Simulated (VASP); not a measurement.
# PbSe (P6_3/mmc) in VASP: a series of runs, part 2 of 2

VASP 6.6.1.

### Step 4. Single point, r2SCAN (volume changed by -6%)

POSCAR

```
PbSe
1.0
    5.0685061299      0.0000000000      0.0000000000
   -2.5342530650      4.3894550677      0.0000000000
    0.0000000000      0.0000000000      6.0864465875
Pb Se
2 2
Direct
    0.3333333333      0.6666666667      0.2500000000
    0.6666666667      0.3333333333      0.7500000000
    0.6666666667      0.3333333333      0.2500000000
    0.3333333333      0.6666666667      0.7500000000
```

INCAR.step1

```
SYSTEM = PbSe
PREC = Accurate
ENCUT = 520
ISMEAR = 0
SIGMA = 0.01
LREAL = .FALSE.
LASPH = .TRUE.
NELM = 80
NBANDS = 28
GGA = PE
ALGO = Normal
EDIFF = 1E-4
LWAVE = .TRUE.
LCHARG = .FALSE.
```

INCAR.step2

```
SYSTEM = PbSe
PREC = Accurate
ENCUT = 520
EDIFF = 1E-6
ISMEAR = 0
SIGMA = 0.01
LREAL = .FALSE.
LASPH = .TRUE.
NELM = 80
ALGO = Normal
ISIF = 2
LWAVE = .FALSE.
LCHARG = .FALSE.
METAGGA = R2SCAN
LMIXTAU = .TRUE.
NBANDS = 28
ISTART = 1
```

KPOINTS

```
regular mesh
0
G
  6 6 4
  0 0 0
```

Potentials or basis: VASP PAW PBE potentials, release 64 (Pb_d, Se).

Command:

```sh
> cat potpaw_PBE.64/Pb_d/POTCAR potpaw_PBE.64/Se/POTCAR > POTCAR
> cp INCAR.step1 INCAR
> mpirun -np 1 vasp_std > vasp.out
> cp INCAR.step2 INCAR
> mpirun -np 1 vasp_std > vasp.out
```

OUTCAR:

```text
SYSTEM = PbSe
   PREC = Accurate
   ENCUT = 520
   EDIFF = 1E-6
   ISMEAR = 0
   LREAL = .FALSE.
   LASPH = .TRUE.
   NELM = 80
   ISIF = 2
   METAGGA = R2SCAN
   ISTART = 1

 ion  position               nearest neighbor table
   1  0.333  0.667  0.250-   3 2.93   3 2.93   3 2.93   4 3.04   4 3.04
   2  0.667  0.333  0.750-   4 2.93   4 2.93   4 2.93   3 3.04   3 3.04
   3  0.667  0.333  0.250-   1 2.93   1 2.93   1 2.93   2 3.04   2 3.04
   4  0.333  0.667  0.750-   2 2.93   2 2.93   2 2.93   1 3.04   1 3.04

  LATTYP: Found a hexagonal cell.
 ALAT       =     5.0685061299
 C/A-ratio  =     1.2008363868

  Lattice vectors:

 A1 = (   5.0685061299,   0.0000000000,   0.0000000000)
 A2 = (  -2.5342530650,   4.3894550677,   0.0000000000)
 A3 = (   0.0000000000,   0.0000000000,   6.0864465875)

Analysis of symmetry for initial positions (statically):
=====================================================================
 Subroutine PRICEL returns:
 Original cell was already a primitive cell.

 Routine SETGRP: Setting up the symmetry group for a
 hexagonal supercell.

 Subroutine GETGRP returns: Found 24 space group operations
 (whereof 12 operations were pure point group operations)
 out of a pool of 24 trial point group operations.

The static configuration has the point symmetry D_3d.
 The point group associated with its full space group is D_6h.

Analysis of symmetry for dynamics (positions and initial velocities):
=====================================================================
 Subroutine PRICEL returns:
 Original cell was already a primitive cell.

 Routine SETGRP: Setting up the symmetry group for a
 hexagonal supercell.

 Subroutine GETGRP returns: Found 24 space group operations
 (whereof 12 operations were pure point group operations)
 out of a pool of 24 trial point group operations.

The dynamic configuration has the point symmetry D_3d.
 The point group associated with its full space group is D_6h.
[... 116 lines left out ...]
   IALGO  =     38    algorithm
   IMIX   =      4    mixing-type and parameters
     AMIX     =   0.40;   BMIX     =  1.00
     AMIX_MAG =   1.60;   BMIX_MAG =  1.00
  volume/ion in A,a.u.               =      33.85       228.45
  Fermi-wavevector in a.u.,A,eV,Ry     =   1.090293  2.060356 16.173784  1.188740
  Thomas-Fermi vector in A             =   2.226515
   LORBIT       =      0    0 simple, 1 ext, 2 COOP (PROOUT), +10 PAW based schemes
   METAGGA = R2SCAN    functional components
   LHFCALC =     F    Hartree Fock is set to
   AEXX    =    0.0000 exact exchange contribution
   IVDW    =     0    specifies the selected vdW correction
   LEPSILON=     F    determine dielectric tensor
   LRPA    =     F    only Hartree local field effects (RPA)
 non-spin polarized calculation
 Gauss-broadening in eV      SIGMA  =   0.01
  energy-cutoff  :      520.00
  volume of cell :      135.41
 maximum number of plane-waves:      3670
 NGX is ok and might be reduce to    40
   NGX = 19   NGY = 19   NGZ = 23

 number of electron      40.0000004 magnetization

 Free energy of the ion-electron system (eV)
  ---------------------------------------------------
  ext. energy  EPLUGINS =         0.00000000
  ---------------------------------------------------
  free energy    TOTEN  =      -143.32831024 eV

  energy without entropy =     -143.32831024  energy(sigma->0) =     -143.32831024

 E-fermi :   3.6774     XC(G=0):  -9.0310

 val. band max:        3.5892643601   @ k =   0.3333   0.3333   0.5000
 cond. band min:       4.9670536552   @ k =   0.3333   0.3333   0.5000
 fundamental gap:      1.3777892951
 Fermi energy:         3.6773973433

 k-point     1 :       0.0000    0.0000    0.0000
  band No.  band energies     occupation
      1     -14.0368      2.00000
      2     -13.9113      2.00000
      3     -13.9113      2.00000
      4     -13.9106      2.00000
      5     -13.9106      2.00000
      6     -13.8983      2.00000
[... 640 lines left out ...]
     27      10.3197      0.00000
     28      10.3197      0.00000

------------------------ aborting loop because EDIFF is reached ----------------------------------------

  FORCE on cell =-STRESS in cart. coord.  units (eV):
  Direction    XX          YY          ZZ          XY          YZ          ZX
  --------------------------------------------------------------------------------------
  -------------------------------------------------------------------------------------
  Total        2.3096039      2.3096039      2.4858149     -0.0000000      0.0000000      0.0000000
  in kB       27.3271088     27.3271088     29.4120277     -0.0000000      0.0000000      0.0000000
  external PRESSURE =      28.0220818 kB  Pullay stress =       0.0000000 kB

 VOLUME and BASIS-vectors are now :
 -----------------------------------------------------------------------------
  energy-cutoff  :      520.00
  volume of cell :      135.41
      direct lattice vectors                 reciprocal lattice vectors
     5.068506130  0.000000000  0.000000000     0.197296792  0.113909356  0.000000000
    -2.534253065  4.389455068  0.000000000     0.000000000  0.227818712  0.000000000
     0.000000000  0.000000000  6.086446588     0.000000000  0.000000000  0.164299478

 POSITION                                       TOTAL-FORCE (eV/Angst)
 -----------------------------------------------------------------------------------
     -0.00000      2.92630      1.52161        -0.000000      0.000000     -0.000000
      2.53425      1.46315      4.56483         0.000000     -0.000000     -0.000000
      2.53425      1.46315      1.52161        -0.000000     -0.000000      0.000000
     -0.00000      2.92630      4.56483        -0.000000     -0.000000      0.000000
 -----------------------------------------------------------------------------------
    total drift:                               -0.000000      0.000000     -0.000000

  FREE ENERGIE OF THE ION-ELECTRON SYSTEM (eV)
  ---------------------------------------------------
  free  energy   TOTEN  =      -143.3283102407 eV

  energy  without entropy=     -143.3283102407  energy(sigma->0) =     -143.32831024
```

OSZICAR.step1:

```text
N       E                     dE             d eps       ncg     rms          rms(c)
DAV:   1     0.413568036480E+03    0.41357E+03   -0.18636E+04  1176   0.143E+03
DAV:   2     0.302172474101E+02   -0.38335E+03   -0.37256E+03  1204   0.379E+02
DAV:   3    -0.145481225682E+02   -0.44765E+02   -0.43492E+02  1484   0.151E+02
DAV:   4    -0.165615129930E+02   -0.20134E+01   -0.20067E+01  1388   0.354E+01
DAV:   5    -0.166348957943E+02   -0.73383E-01   -0.73376E-01  1492   0.716E+00    0.427E+00
DAV:   6    -0.159619099494E+02    0.67299E+00   -0.14798E+00  1628   0.719E+00    0.235E+00
DAV:   7    -0.159499295057E+02    0.11980E-01   -0.38022E-01  1300   0.238E+00    0.135E+00
DAV:   8    -0.159612207644E+02   -0.11291E-01   -0.59270E-02  1424   0.210E+00    0.437E-01
DAV:   9    -0.159569160776E+02    0.43047E-02   -0.14377E-02  1624   0.110E+00    0.891E-02
DAV:  10    -0.159579261015E+02   -0.10100E-02   -0.22158E-03  1204   0.209E-01    0.385E-02
DAV:  11    -0.159581551265E+02   -0.22903E-03   -0.48636E-04  1068   0.138E-01    0.118E-02
DAV:  12    -0.159581683379E+02   -0.13211E-04   -0.38478E-05   872   0.425E-02
   1 F= -.15958168E+02 E0= -.15958168E+02  d E =-.886599E-14
```

Run time: 2.2 min. Hardware: 1 thread of Intel Xeon Platinum 8559C (Emerald Rapids), shared host; peak memory 0.32 GiB.

What came out:

* Free energy: -143.3283 eV
* Pressure: 2.8 GPa
* Band gap on the k mesh: 1.38 eV, direct

Caveat: the PAW data sets were made with another functional, which shifts forces and pressure a little; spin-orbit coupling is left out, which moves the levels of the heavy elements. A k mesh can miss the band edges.

### Step 5. Single point, r2SCAN (volume changed by -3%)

POSCAR

```
PbSe
1.0
    5.1218627470      0.0000000000      0.0000000000
   -2.5609313735      4.4356632536      0.0000000000
    0.0000000000      0.0000000000      6.1505191548
Pb Se
2 2
Direct
    0.3333333333      0.6666666667      0.2500000000
    0.6666666667      0.3333333333      0.7500000000
    0.6666666667      0.3333333333      0.2500000000
    0.3333333333      0.6666666667      0.7500000000
```

INCAR.step1

```
SYSTEM = PbSe
ALGO = Normal
EDIFF = 1E-4
ENCUT = 520
GGA = PE
ISMEAR = 0
LASPH = .True.
LCHARG = .False.
LREAL = .False.
LWAVE = .True.
NBANDS = 28
NELM = 60
PREC = Accurate
SIGMA = 0.01
```

INCAR.step2

```
SYSTEM = PbSe
ALGO = Normal
EDIFF = 1E-6
ENCUT = 520
ISIF = 2
ISMEAR = 0
ISTART = 1
LASPH = .True.
LCHARG = .False.
LMIXTAU = .True.
LREAL = .False.
LWAVE = .False.
METAGGA = R2SCAN
NBANDS = 28
NELM = 60
PREC = Accurate
SIGMA = 0.01
```

KPOINTS

```
k-points
0
Gamma
  6 6 4
  0 0 0
```

Command:

```sh
> cat potpaw_PBE.64/Pb_d/POTCAR potpaw_PBE.64/Se/POTCAR > POTCAR
> cp INCAR.step1 INCAR
> mpirun -np 1 vasp_std > vasp.out
> cp INCAR.step2 INCAR
> mpirun -np 1 vasp_std > vasp.out
```

Wall time 2.3 min (1 thread of Intel Xeon Platinum 8559C (Emerald Rapids), shared host); peak memory 0.33 GiB.

It converged, with:

```
Free energy            : -143.3840 eV
Pressure               : 1.3 GPa
Band gap on the k mesh : 1.43 eV, direct
```

Levels at points of the mesh, in eV from the valence-band top:
| k point | band 18 | band 19 | band 20 | band 21 | band 22 | band 23 |
| --- | --- | --- | --- | --- | --- | --- |
| (0.00, 0.00, 0.00) | -1.95 | -1.95 | -1.95 | 1.88 | 1.88 | 3.44 |
| (0.50, 0.00, 0.00) | -2.38 | -2.26 | -0.72 | 2.94 | 3.46 | 4.37 |
| (0.00, 0.00, 0.50) | -2.60 | -1.42 | -1.42 | 2.28 | 2.28 | 2.28 |
| (0.50, 0.00, 0.50) | -1.94 | -0.72 | -0.72 | 1.63 | 1.63 | 3.19 |

Caveat: the PAW data sets were made with another functional, which shifts forces and pressure a little; spin-orbit coupling is left out, which moves the levels of the heavy elements.

### Step 6. Overview

| level | cell | gap on the mesh (eV) | pressure (GPa) |
| --- | --- | --- | --- |
| PBE | a = 5.258, b = 5.258, c = 6.323 Å, angles 90.0, 90.0, 120.0°, 4 atoms | 1.22 | -1.0 |
| PBE | a = 5.309, b = 5.309, c = 6.384 Å, angles 90.0, 90.0, 120.0°, 4 atoms | 1.24 | -1.8 |
| r2SCAN | a = 5.069, b = 5.069, c = 6.086 Å, angles 90.0, 90.0, 120.0°, 4 atoms | 1.38 | 2.8 |
| r2SCAN | a = 5.122, b = 5.122, c = 6.151 Å, angles 90.0, 90.0, 120.0°, 4 atoms | 1.43 | 1.3 |

Alike in all rows: task single point; potentials or basis VASP PAW PBE potentials, release 64 (Pb_d, Se); no spin polarisation; k mesh 6 × 6 × 4; cutoff (eV) 520; smearing gaussian 0.01 eV.

Caveats: spin-orbit coupling is left out, which moves the levels of the heavy elements; the PAW data sets were made with another functional, which shifts forces and pressure a little (some runs).

Total energies depend on the potentials used, so only differences within one code and one set of settings carry meaning.
